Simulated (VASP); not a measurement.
# Eu (Im-3m) in VASP: further runs

The runs below take Eu through single point, with LDA.

Everything below comes from runs of VASP 6.6.1. Logs are shortened: lines on timing, memory, paths and dates and some standing lists are left out, and cuts for length are marked.

**1. The cell of the first run**

The structure is cubic, space group Im-3m (No. 229). The conventional cell has a = 3.480 Å, b = 3.480 Å, c = 3.480 Å, α = 90.00°, β = 90.00°, γ = 90.00°. Eu (site symmetry m-3m) has 14 Eu at 3.01 to 3.48 Å within 4.0 Å.

**2. Single point, LDA, collinear spin, ferromagnetic start**

Input file INCAR:

```
ALGO = Normal
EDIFF = 1E-7
ENCUT = 520
GGA = CA
ISIF = 2
ISMEAR = -1
ISPIN = 2
LASPH = True
LCHARG = False
LMAXMIX = 6
LORBIT = 11
LREAL = False
LWAVE = False
MAGMOM = 7
NBANDS = 18
NELM = 150
PREC = Accurate
SIGMA = 0.1
```

Input file KPOINTS:

```
k-points
0
Gamma
  16 16 16
```

Input file POSCAR:

```
Eu
1.0
   -1.7399106061      1.7399106061      1.7399106061
    1.7399106061     -1.7399106061      1.7399106061
    1.7399106061      1.7399106061     -1.7399106061
Eu
1
Direct
    0.0000000000      0.0000000000      0.0000000000
```

Potentials or basis: VASP PAW PBE potentials, release 64 (Eu).

The run is started by

```sh
$ cat potpaw_PBE.64/Eu/POTCAR > POTCAR
$ mpirun -np 1 vasp_std > vasp.out
```

OUTCAR:

```text
EDIFF = 1E-7
   ENCUT = 520
   GGA = CA
   ISIF = 2
   ISMEAR = -1
   ISPIN = 2
   LASPH = True
   LORBIT = 11
   LREAL = False
   NELM = 150
   PREC = Accurate

 ion  position               nearest neighbor table
   1  0.000  0.000  0.000-

  LATTYP: Found a body centered cubic cell.
 ALAT       =     3.4798212122

  Lattice vectors:

 A1 = (  -1.7399106061,   1.7399106061,   1.7399106061)
 A2 = (   1.7399106061,  -1.7399106061,   1.7399106061)
 A3 = (   1.7399106061,   1.7399106061,  -1.7399106061)

Analysis of symmetry for initial positions (statically):
=====================================================================
 Subroutine PRICEL returns:
 Original cell was already a primitive cell.

 Routine SETGRP: Setting up the symmetry group for a
 body centered cubic supercell.

 Subroutine GETGRP returns: Found 48 space group operations
 (whereof 48 operations were pure point group operations)
 out of a pool of 48 trial point group operations.

The static configuration has the point symmetry O_h .

Analysis of symmetry for dynamics (positions and initial velocities):
=====================================================================
 Subroutine PRICEL returns:
 Original cell was already a primitive cell.

 Routine SETGRP: Setting up the symmetry group for a
 body centered cubic supercell.

 Subroutine GETGRP returns: Found 48 space group operations
 (whereof 48 operations were pure point group operations)
 out of a pool of 48 trial point group operations.

The dynamic configuration has the point symmetry O_h .

Analysis of structural, dynamic, and magnetic symmetry:
=====================================================================
 Subroutine PRICEL returns:
 Original cell was already a primitive cell.

 Routine SETGRP: Setting up the symmetry group for a
 body centered cubic supercell.

 Subroutine GETGRP returns: Found 48 space group operations
 (whereof 48 operations were pure point group operations)
 out of a pool of 48 trial point group operations.

The overall configuration has the point symmetry O_h .

 Subroutine INISYM returns: Found 48 space group operations
 (whereof 48 operations are pure point group operations),
 and found     1 'primitive' translations

----------------------------------------------------------------------------------------

                                     Primitive cell

  volume of cell :      21.0688
[... 98 lines left out ...]
   NELECT =      17.0000    total number of electrons
   NUPDOWN=      -1.0000    fix difference up-down
   EMIN   =  10.00;   EMAX   =-10.00  energy-range for DOS
   EFERMI =   0.00;   METHOD = LEGACY
   ISMEAR =    -1;   SIGMA  =   0.10  broadening in eV -4-tet -1-fermi 0-gaus
   EFERMI_NEDOS =   21; number of points for ismear=-14 and -15
   IALGO  =     38    algorithm
   IMIX   =      4    mixing-type and parameters
     AMIX     =   0.40;   BMIX     =  1.00
     AMIX_MAG =   1.60;   BMIX_MAG =  1.00
  volume/ion in A,a.u.               =      21.07       142.18
  Fermi-wavevector in a.u.,A,eV,Ry     =   1.524091  2.880114 31.604335  2.322853
  Thomas-Fermi vector in A             =   2.632445
   LORBIT       =     11    0 simple, 1 ext, 2 COOP (PROOUT), +10 PAW based schemes
   GGA     = CA    functional components
   LHFCALC =     F    Hartree Fock is set to
   AEXX    =    0.0000 exact exchange contribution
   IVDW    =     0    specifies the selected vdW correction
   LEPSILON=     F    determine dielectric tensor
   LRPA    =     F    only Hartree local field effects (RPA)
 spin polarized calculation
  energy-cutoff  :      520.00
  volume of cell :       21.07
 maximum number of plane-waves:       586
   NGX = 11   NGY = 11   NGZ = 11

 number of electron      17.0000004 magnetization       7.0819201

 Free energy of the ion-electron system (eV)
  ---------------------------------------------------
  ext. energy  EPLUGINS =         0.00000000
  ---------------------------------------------------
  free energy    TOTEN  =       -10.80505699 eV

  energy without entropy =      -10.74656490  energy(sigma->0) =      -10.77581094

 E-fermi :   5.2002     XC(G=0): -12.4334

 val. band max:        5.1974294745   @ k =   0.3125   0.1250   0.0625
 cond. band min:       5.2034148643   @ k =  -0.3750   0.4375   0.2500
 fundamental gap:      0.0059853897
 Fermi energy:         5.2001565338

 spin component 1

 k-point     1 :       0.0000    0.0000    0.0000
  band No.  band energies     occupation
      1     -36.3336      1.00000
      2     -13.4763      1.00000
      3     -13.4763      1.00000
      4     -13.4763      1.00000
      5       0.8692      1.00000
      6       4.0655      0.99999
[... 493 lines left out ...]
     17      14.9673      0.00000
     18      19.4140      0.00000

 [... further k-points ...]

 spin component 2

 k-point     1 :       0.0000    0.0000    0.0000
  band No.  band energies     occupation
      1     -33.6287      1.00000
      2     -11.1927      1.00000
      3     -11.1927      1.00000
      4     -11.1927      1.00000
      5       1.9492      1.00000
      6       8.0131      0.00000
[... 493 lines left out ...]
     17      16.5711      0.00000
     18      20.7614      0.00000

 [... further k-points ...]

------------------------ aborting loop because EDIFF is reached ----------------------------------------

  FORCE on cell =-STRESS in cart. coord.  units (eV):
  Direction    XX          YY          ZZ          XY          YZ          ZX
  --------------------------------------------------------------------------------------
  -------------------------------------------------------------------------------------
  Total        2.9051166      2.9051166      2.9051166      0.0000000      0.0000000      0.0000000
  in kB      220.9191406    220.9191406    220.9191406      0.0000000      0.0000000      0.0000000
  external PRESSURE =     220.9191406 kB  Pullay stress =       0.0000000 kB

 VOLUME and BASIS-vectors are now :
 -----------------------------------------------------------------------------
  energy-cutoff  :      520.00
  volume of cell :       21.07
      direct lattice vectors                 reciprocal lattice vectors
    -1.739910606  1.739910606  1.739910606     0.000000000  0.287371086  0.287371086
     1.739910606 -1.739910606  1.739910606     0.287371086  0.000000000  0.287371086
     1.739910606  1.739910606 -1.739910606     0.287371086  0.287371086  0.000000000

 POSITION                                       TOTAL-FORCE (eV/Angst)
 -----------------------------------------------------------------------------------
      0.00000      0.00000      0.00000         0.000000     -0.000000     -0.000000
 -----------------------------------------------------------------------------------
    total drift:                                0.000000      0.000000      0.000000

  FREE ENERGIE OF THE ION-ELECTRON SYSTEM (eV)
  ---------------------------------------------------
  free  energy   TOTEN  =       -10.8050569868 eV

  energy  without entropy=      -10.7465648951  energy(sigma->0) =      -10.77581094

 total charge

# of ion       s       p       d       f       tot
--------------------------------------------------
    1        2.122   5.596   0.879   6.475  15.071

 magnetization (x)

# of ion       s       p       d       f       tot
--------------------------------------------------
    1        0.017  -0.042   0.261   6.414   6.649
```

Run time: 91 s. Hardware: 1 thread of Intel Xeon Platinum 8488C (Sapphire Rapids), shared host; peak memory 0.21 GiB.

Results:

- Free energy: -10.8051 eV
- Pressure: 22.1 GPa
- Net moment: 7.08 μB per cell
- Site moments: Eu +6.65 μB
- Valence electrons inside the program's atomic spheres: Eu 15.07

Caveat: the cell stands under pressure; the PAW data sets were made with another functional, which shifts forces and pressure a little; spin-orbit coupling is left out, which moves the levels of the heavy elements; semilocal functionals describe open f shells poorly, which spoils levels, moments and volumes.

**3. Single point, LDA, collinear spin, ferromagnetic start**

This run uses another cell than the first one, of 21.12 Å³/atom.

Input file INCAR:

```
SYSTEM = Eu
PREC = Accurate
ENCUT = 520
EDIFF = 1E-6
ISMEAR = -1
SIGMA = 0.1
LREAL = .False.
LASPH = .True.
NELM = 150
ALGO = Normal
ISIF = 2
LWAVE = .False.
LCHARG = .False.
ISPIN = 2
MAGMOM = 7
LORBIT = 11
LMAXMIX = 6
GGA = CA
NBANDS = 18
```

Input file KPOINTS:

```
Automatic mesh
0
Gamma
  16 16 16
  0 0 0
```

Input file POSCAR:

```
Eu
1.0
   -1.7413460802      1.7413460802      1.7413460802
    1.7413460802     -1.7413460802      1.7413460802
    1.7413460802      1.7413460802     -1.7413460802
Eu
1
Direct
    0.0000000000      0.0000000000      0.0000000000
```

Potentials or basis: VASP PAW PBE potentials, release 64 (Eu).

The run is started by

```sh
$ cat potpaw_PBE.64/Eu/POTCAR > POTCAR
$ mpirun -np 1 vasp_std > vasp.out
```

Run time: 84 s. Hardware: 1 thread of Intel Xeon Platinum 8488C (Sapphire Rapids), shared host; peak memory 0.22 GiB.

It converged, with:

- Free energy: -10.8123 eV
- Pressure: 21.9 GPa
- Net moment: 7.08 μB per cell
- Site moments: Eu +6.65 μB
- Valence electrons inside the program's atomic spheres: Eu 15.07

Levels at points of the mesh, in eV from the Fermi level:
Spin up:
| k point | band 9 | band 10 | band 11 | band 12 | band 13 | band 14 | band 15 | band 16 |
| --- | --- | --- | --- | --- | --- | --- | --- | --- |
| (0.00, 0.00, 0.00) | -0.44 | -0.44 | -0.44 | -0.27 | 2.16 | 2.16 | 2.16 | 5.61 |
| (0.50, 0.00, 0.00) | -0.60 | -0.56 | -0.47 | -0.47 | -0.37 | 5.35 | 6.04 | 7.21 |
| (0.50, 0.50, 0.50) | -0.76 | -0.76 | -0.37 | -0.37 | -0.37 | 9.74 | 9.74 | 9.74 |
Spin down:
```csv
k point,band 3,band 4,band 5,band 6,band 7,band 8
"(0.00, 0.00, 0.00)",-16.40,-16.40,-3.26,2.82,2.82,2.82
"(0.50, 0.00, 0.00)",-17.46,-16.50,-1.97,0.49,2.86,3.15
"(0.50, 0.50, 0.50)",-18.69,-18.69,-2.50,-2.50,3.13,3.46
```

Caveat: the cell stands under pressure; the PAW data sets were made with another functional, which shifts forces and pressure a little; spin-orbit coupling is left out, which moves the levels of the heavy elements; semilocal functionals describe open f shells poorly, which spoils levels, moments and volumes. The state reached can hang on the start; a lower one may exist.
